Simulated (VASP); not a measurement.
# Cr3BiO4 (P-43m) in VASP: notebook

Cr3BiO4 is run at these levels: PBE; tasks: single point.

All numbers are computed with VASP 6.6.1; they aren't measurements. Logs are shortened: lines on timing, memory, paths and dates and some standing lists are left out, and cuts for length are marked.

**1. The cell of the first run**

It takes space group P-43m (No. 215, cubic). Conventional cell: a = 4.798 Å, b = 4.798 Å, c = 4.798 Å, α = 90.00°, β = 90.00°, γ = 90.00°. Cr (site symmetry -42m) has 4 O at 2.04 Å and 2 Bi at 2.40 Å within 2.7 Å. Within 2.6 Å of Bi (site symmetry -43m) lie 4 O at 1.95 Å and 6 Cr at 2.40 Å. O (site symmetry 3m) has 1 Bi at 1.95 Å and 3 Cr at 2.04 Å within 2.6 Å.

**2. Single point, PBE, collinear spin, ferromagnetic start**

Input file INCAR:

```
SYSTEM = Cr3BiO4
  PREC = Accurate
  ENCUT = 520
  EDIFF = 1E-6
  ISMEAR = 0
  SIGMA = 0.1
  LREAL = .FALSE.
  LASPH = .TRUE.
  NELM = 150
  ALGO = Normal
  ISIF = 2
  LWAVE = .FALSE.
  LCHARG = .FALSE.
  ISPIN = 2
  MAGMOM = 3 3 3 0 0 0 0 0
  LORBIT = 11
  LMAXMIX = 4
  GGA = PE
  NBANDS = 52
```

Input file KPOINTS:

```
Automatic mesh
0
G
  4 4 4
  0 0 0
```

Input file POSCAR:

```
Cr3BiO4
1.0
    4.7982597768      0.0000000000      0.0000000000
    0.0000000000      4.7982597768      0.0000000000
    0.0000000000      0.0000000000      4.7982597768
Cr Bi O
3 1 4
Direct
    0.5000000000      0.0000000000      0.0000000000
    0.0000000000      0.5000000000      0.0000000000
    0.0000000000      0.0000000000      0.5000000000
    0.0000000000      0.0000000000      0.0000000000
    0.2350000000      0.2350000000      0.2350000000
    0.2350000000      0.7650000000      0.7650000000
    0.7650000000      0.7650000000      0.2350000000
    0.7650000000      0.2350000000      0.7650000000
```

Potentials or basis: VASP PAW PBE potentials, release 64 (Cr_pv, Bi_d, O).

The run is started by

```
$ cat potpaw_PBE.64/Cr_pv/POTCAR potpaw_PBE.64/Bi_d/POTCAR potpaw_PBE.64/O/POTCAR > POTCAR
$ mpirun -np 1 vasp_std > vasp.out
```

OUTCAR:

```text
SYSTEM = Cr3BiO4
   PREC = Accurate
   ENCUT = 520
   EDIFF = 1E-6
   ISMEAR = 0
   LREAL = .FALSE.
   LASPH = .TRUE.
   NELM = 150
   ISIF = 2
   ISPIN = 2
   LORBIT = 11
   GGA = PE

 ion  position               nearest neighbor table
   1  0.500  0.000  0.000-   5 2.04   6 2.04   7 2.04   8 2.04   4 2.40   4 2.40
   2  0.000  0.500  0.000-   5 2.04   6 2.04   7 2.04   8 2.04   4 2.40   4 2.40
   3  0.000  0.000  0.500-   5 2.04   6 2.04   7 2.04   8 2.04   4 2.40   4 2.40
   4  0.000  0.000  0.000-   5 1.95   6 1.95   7 1.95   8 1.95   2 2.40   3 2.40   1 2.40   3 2.40
                             2 2.40   1 2.40
   5  0.235  0.235  0.235-   4 1.95   2 2.04   3 2.04   1 2.04
   6  0.235  0.765  0.765-   4 1.95   2 2.04   3 2.04   1 2.04
   7  0.765  0.765  0.235-   4 1.95   2 2.04   3 2.04   1 2.04
   8  0.765  0.235  0.765-   4 1.95   2 2.04   3 2.04   1 2.04

  LATTYP: Found a simple cubic cell.
 ALAT       =     4.7982597768

  Lattice vectors:

 A1 = (   4.7982597768,   0.0000000000,   0.0000000000)
 A2 = (   0.0000000000,   4.7982597768,   0.0000000000)
 A3 = (   0.0000000000,   0.0000000000,   4.7982597768)

Analysis of symmetry for initial positions (statically):
=====================================================================
 Subroutine PRICEL returns:
 Original cell was already a primitive cell.

 Routine SETGRP: Setting up the symmetry group for a
 simple cubic supercell.

 Subroutine GETGRP returns: Found 24 space group operations
 (whereof 24 operations were pure point group operations)
 out of a pool of 48 trial point group operations.

The static configuration has the point symmetry T_d .

Analysis of symmetry for dynamics (positions and initial velocities):
=====================================================================
 Subroutine PRICEL returns:
 Original cell was already a primitive cell.

 Routine SETGRP: Setting up the symmetry group for a
 simple cubic supercell.

 Subroutine GETGRP returns: Found 24 space group operations
 (whereof 24 operations were pure point group operations)
 out of a pool of 48 trial point group operations.

The dynamic configuration has the point symmetry T_d .

Analysis of structural, dynamic, and magnetic symmetry:
=====================================================================
 Subroutine PRICEL returns:
 Original cell was already a primitive cell.

 Routine SETGRP: Setting up the symmetry group for a
 simple cubic supercell.

 Subroutine GETGRP returns: Found 24 space group operations
 (whereof 24 operations were pure point group operations)
 out of a pool of 48 trial point group operations.

The overall configuration has the point symmetry T_d .

 Subroutine INISYM returns: Found 24 space group operations
 (whereof 24 operations are pure point group operations),
 and found     1 'primitive' translations

----------------------------------------------------------------------------------------

                                     Primitive cell

  volume of cell :     110.4718

  direct lattice vectors                    reciprocal lattice vectors
     4.798259777  0.000000000  0.000000000     0.208408891  0.000000000  0.000000000
     0.000000000  4.798259777  0.000000000     0.000000000  0.208408891  0.000000000
     0.000000000  0.000000000  4.798259777     0.000000000  0.000000000  0.208408891

  length of vectors
     4.798259777  4.798259777  4.798259777     0.208408891  0.208408891  0.208408891

  position of ions in fractional coordinates (direct lattice)
     0.500000000  0.000000000  0.000000000
     0.000000000  0.500000000  0.000000000
     0.000000000  0.000000000  0.500000000
     0.000000000  0.000000000  0.000000000
     0.235000000  0.235000000  0.235000000
     0.235000000  0.765000000  0.765000000
     0.765000000  0.765000000  0.235000000
     0.765000000  0.235000000  0.765000000

  ion indices of the primitive-cell ions
   primitive index   ion index
                 1           1
                 2           2
                 3           3
                 4           4
                 5           5
                 6           6
                 7           7
                 8           8

----------------------------------------------------------------------------------------

 KPOINTS: Automatic mesh

Automatic generation of k-mesh.
 Grid dimensions read from file:
 generate k-points for:    4    4    4

 Generating k-lattice:

  Cartesian coordinates                     Fractional coordinates (reciprocal lattice)
     0.052102223  0.000000000  0.000000000     0.250000000  0.000000000  0.000000000
     0.000000000  0.052102223  0.000000000     0.000000000  0.250000000  0.000000000
     0.000000000  0.000000000  0.052102223     0.000000000  0.000000000  0.250000000

  Length of vectors
     0.052102223  0.052102223  0.052102223

  Shift w.r.t. Gamma in fractional coordinates (k-lattice)
     0.000000000  0.000000000  0.000000000

 Subroutine IBZKPT returns following result:
 ===========================================

 Found     10 irreducible k-points:

 Following reciprocal coordinates:
            Coordinates               Weight
  0.000000  0.000000  0.000000      1.000000
  0.250000  0.000000  0.000000      6.000000
  0.500000  0.000000  0.000000      3.000000
  0.250000  0.250000  0.000000     12.000000
  0.500000  0.250000  0.000000     12.000000
  0.500000  0.500000  0.000000      3.000000
  0.250000  0.250000  0.250000      8.000000
  0.500000  0.250000  0.250000     12.000000
  0.500000  0.500000  0.250000      6.000000
  0.500000  0.500000  0.500000      1.000000
   k-points           NKPTS =     10   k-points in BZ     NKDIM =     10   number of bands    NBANDS=     52
   number of dos      NEDOS =    301   number of ions     NIONS =      8
   total plane-waves  NPLWV =  46656
   dimension x,y,z NGX =    36 NGY =   36 NGZ =   36
   dimension x,y,z NGXF=    72 NGYF=   72 NGZF=   72
   ions per type =               3   1   4
   NGX,Y,Z   is equivalent  to a cutoff of  12.47, 12.47, 12.47 a.u.
   NGXF,Y,Z  is equivalent  to a cutoff of  24.95, 24.95, 24.95 a.u.
 SYSTEM =  Cr3BiO4
   PREC   = accura    normal or accurate (medium, high low for compatibility)
   ISTART =      0    job   : 0-new  1-cont  2-samecut
   ICHARG =      2    charge: 1-file 2-atom 10-const
   ISPIN  =      2    spin polarized calculation?
   LNONCOLLINEAR =      F non collinear calculations
   LSORBIT =      F    spin-orbit coupling
   LASPH  =      T    aspherical Exc in radial PAW
   ENCUT  =  520.0 eV  38.22 Ry    6.18 a.u.   8.92  8.92  8.92*2*pi/ulx,y,z
   NELM   =    150;   NELMIN=  2; NELMDL= -5     # of ELM steps
   EDIFF  = 0.1E-05   stopping-criterion for ELM
   LREAL  =      F    real-space projection
   EDIFFG = 0.1E-04   stopping-criterion for IOM
   NSW    =      0    number of steps for IOM
   IBRION =     -1    ionic relax: 0-MD 1-quasi-New 2-CG
   NFREE  =      0    steps in history (QN), initial steepest desc. (CG)
   ISIF   =      2    stress and relaxation
   ISYM   =      2    0-nonsym 1-usesym 2-fastsym
   POTIM  = 0.5000    time-step for ionic-motion
   TEBEG  =    0.0;   TEEND  =   0.0 temperature during run
   PSTRESS=    0.0 pullay stress
   NELECT =      75.0000    total number of electrons
   NUPDOWN=      -1.0000    fix difference up-down
   EMIN   =  10.00;   EMAX   =-10.00  energy-range for DOS
   EFERMI =   0.00;   METHOD = LEGACY
   ISMEAR =     0;   SIGMA  =   0.10  broadening in eV -4-tet -1-fermi 0-gaus
   EFERMI_NEDOS =   21; number of points for ismear=-14 and -15
   IALGO  =     38    algorithm
   IMIX   =      4    mixing-type and parameters
     AMIX     =   0.40;   BMIX     =  1.00
     AMIX_MAG =   1.60;   BMIX_MAG =  1.00
  volume/ion in A,a.u.               =      13.81        93.19
  Fermi-wavevector in a.u.,A,eV,Ry     =   1.438837  2.719007 28.167474  2.070251
  Thomas-Fermi vector in A             =   2.557759
   LORBIT       =     11    0 simple, 1 ext, 2 COOP (PROOUT), +10 PAW based schemes
   GGA     = PE    functional components
   LHFCALC =     F    Hartree Fock is set to
   AEXX    =    0.0000 exact exchange contribution
   IVDW    =     0    specifies the selected vdW correction
   LEPSILON=     F    determine dielectric tensor
   LRPA    =     F    only Hartree local field effects (RPA)
 spin polarized calculation
 Gauss-broadening in eV      SIGMA  =   0.10
  energy-cutoff  :      520.00
  volume of cell :      110.47
 maximum number of plane-waves:      3016
 NGX is ok and might be reduce to    36
   NGX = 17   NGY = 17   NGZ = 17

 number of electron      75.0000028 magnetization       9.0409511

 number of electron      75.0000026 magnetization      11.0907370

 Free energy of the ion-electron system (eV)
  ---------------------------------------------------
  ext. energy  EPLUGINS =         0.00000000
  ---------------------------------------------------
  free energy    TOTEN  =       -45.78438391 eV

  energy without entropy =      -45.73841084  energy(sigma->0) =      -45.76139738

 E-fermi :   6.9134     XC(G=0): -10.4744

 val. band max:        6.9041465314   @ k =   0.2500   0.2500   0.2500
 cond. band min:       6.9368999953   @ k =   0.2500   0.2500   0.0000
 fundamental gap:      0.0327534639
 Fermi energy:         6.9133876362

 spin component 1

 k-point     1 :       0.0000    0.0000    0.0000
  band No.  band energies     occupation
      1     -38.0149      1.00000
      2     -38.0149      1.00000
      3     -38.0149      1.00000
      4     -37.6663      1.00000
      5     -37.6663      1.00000
      6     -37.6663      1.00000
[... 41 lines left out ...]
     48      10.2941      0.00000
     49      10.2941      0.00000
[... 466 lines left out ...]
     48      10.3533      0.00000
     49      10.3533      0.00000
 Fermi energy:         6.9133876362

 spin component 2

 k-point     1 :       0.0000    0.0000    0.0000
  band No.  band energies     occupation
      1     -34.7055      1.00000
      2     -34.7055      1.00000
      3     -34.7055      1.00000
      4     -34.3808      1.00000
      5     -34.3808      1.00000
      6     -34.3808      1.00000
[... 41 lines left out ...]
     48      11.7593      0.00000
     49      11.7593      0.00000
[... 466 lines left out ...]
     48      11.7095      0.00000
     49      11.7095      0.00000
 [bands above 49 left out]

------------------------ aborting loop because EDIFF is reached ----------------------------------------

  FORCE on cell =-STRESS in cart. coord.  units (eV):
  Direction    XX          YY          ZZ          XY          YZ          ZX
  --------------------------------------------------------------------------------------
  -------------------------------------------------------------------------------------
  Total       38.8182639     38.8182639     38.8182639      0.0000000      0.0000000     -0.0000000
  in kB      562.9831801    562.9831801    562.9831801      0.0000000      0.0000000     -0.0000000
  external PRESSURE =     562.9831801 kB  Pullay stress =       0.0000000 kB

 VOLUME and BASIS-vectors are now :
 -----------------------------------------------------------------------------
  energy-cutoff  :      520.00
  volume of cell :      110.47
      direct lattice vectors                 reciprocal lattice vectors
     4.798259777  0.000000000  0.000000000     0.208408891  0.000000000  0.000000000
     0.000000000  4.798259777  0.000000000     0.000000000  0.208408891  0.000000000
     0.000000000  0.000000000  4.798259777     0.000000000  0.000000000  0.208408891

 POSITION                                       TOTAL-FORCE (eV/Angst)
 -----------------------------------------------------------------------------------
      2.39913      0.00000      0.00000         0.000000      0.000000     -0.000000
      0.00000      2.39913      0.00000         0.000000     -0.000000      0.000000
      0.00000      0.00000      2.39913         0.000000      0.000000      0.000000
      0.00000      0.00000      0.00000         0.000000      0.000000      0.000000
      1.12759      1.12759      1.12759         4.148300      4.148300      4.148300
      1.12759      3.67067      3.67067         4.148300     -4.148300     -4.148300
      3.67067      3.67067      1.12759        -4.148300     -4.148300      4.148300
      3.67067      1.12759      3.67067        -4.148300      4.148300     -4.148300
 -----------------------------------------------------------------------------------
    total drift:                                0.000000      0.000000      0.000000

  FREE ENERGIE OF THE ION-ELECTRON SYSTEM (eV)
  ---------------------------------------------------
  free  energy   TOTEN  =       -45.7843839139 eV

  energy  without entropy=      -45.7384108377  energy(sigma->0) =      -45.76139738

 total charge

# of ion       s       p       d       tot
------------------------------------------
    1        0.265   6.274   4.341  10.880
    2        0.265   6.274   4.341  10.880
    3        0.265   6.274   4.341  10.880
    4        1.560   1.789  10.411  13.760
    5        1.595   3.471   0.000   5.066
    6        1.595   3.471   0.000   5.066
    7        1.595   3.471   0.000   5.066
    8        1.595   3.471   0.000   5.066
--------------------------------------------------
tot          8.734  34.495  23.436  66.665

 magnetization (x)

# of ion       s       p       d       tot
------------------------------------------
    1        0.037   0.048   3.203   3.288
    2        0.037   0.048   3.203   3.288
    3        0.037   0.048   3.203   3.288
    4       -0.010  -0.006   0.114   0.098
    5        0.011   0.061   0.000   0.072
    6        0.011   0.061   0.000   0.072
    7        0.011   0.061   0.000   0.072
    8        0.011   0.061   0.000   0.072
--------------------------------------------------
tot          0.142   0.384   9.723  10.249
```

It took 2.4 min on 1 thread of Intel Xeon Platinum 8259CL at 2.50GHz (Skylake/Cascade Lake), shared host; peak memory 0.28 GiB.

Results:

* Free energy: -45.7844 eV
* Pressure: 56.3 GPa
* Largest force: 7.185 eV/Å
* Net moment: 11.09 μB per cell
* Site moments: Cr +3.29; Bi +0.10; O +0.07 μB
* Valence electrons inside the program's atomic spheres: Cr 10.88; Bi 13.76; O 5.07

Forces in eV/Å, atoms in the order of the input:
```
Cr   0.000  0.000  0.000
Cr   0.000  0.000  0.000
Cr   0.000  0.000  0.000
Bi   0.000  0.000  0.000
O    4.148  4.148  4.148
O    4.148 -4.148 -4.148
O   -4.148 -4.148  4.148
O   -4.148  4.148 -4.148
```

Levels at points of the mesh, in eV from the Fermi level:
Spin up:
| k point | band 40 | band 41 | band 42 | band 43 | band 44 | band 45 | band 46 | band 47 |
| --- | --- | --- | --- | --- | --- | --- | --- | --- |
| (0.00, 0.00, 0.00) | -0.87 | -0.77 | -0.77 | -0.77 | 0.73 | 0.73 | 0.73 | 3.38 |
| (0.50, 0.00, 0.00) | -0.54 | -0.54 | -0.46 | -0.29 | 0.14 | 0.36 | 0.36 | 1.47 |
| (0.50, 0.50, 0.00) | -0.71 | -0.56 | -0.33 | -0.33 | -0.19 | 0.31 | 0.37 | 3.13 |
| (0.50, 0.50, 0.50) | -1.13 | -0.67 | -0.01 | -0.01 | 0.48 | 0.48 | 0.48 | 3.44 |
Spin down:
| k point | band 27 | band 28 | band 29 | band 30 | band 31 | band 32 | band 33 | band 34 | band 35 | band 36 |
| --- | --- | --- | --- | --- | --- | --- | --- | --- | --- | --- |
| (0.00, 0.00, 0.00) | -5.62 | -5.27 | -5.27 | -5.27 | -2.21 | -0.47 | -0.47 | -0.47 | 1.12 | 1.12 |
| (0.50, 0.00, 0.00) | -5.74 | -5.74 | -5.26 | -5.26 | -0.96 | -0.09 | -0.03 | -0.03 | 1.00 | 1.11 |
| (0.50, 0.50, 0.00) | -5.47 | -5.41 | -5.41 | -5.30 | -0.56 | 0.30 | 0.30 | 0.51 | 0.84 | 0.84 |
| (0.50, 0.50, 0.50) | -5.29 | -5.19 | -5.19 | -5.19 | -0.75 | 0.19 | 0.19 | 0.19 | 0.95 | 0.95 |

Caveat: the cell stands under pressure; spin-orbit coupling is left out, which moves the levels of the heavy elements; semilocal functionals often make such compounds metallic where correlation or magnetic order opens a gap, which also shifts bond lengths; the run started ferromagnetic, and an antiferromagnetic order may lie lower in energy; forces of over 1 eV/Å act on the atoms, so gaps and moduli don't describe the material at rest. With open d or f shells a metallic result of PBE can be an artefact of self-interaction; +U or a hybrid may open a gap.

[end of part 1 of 2]
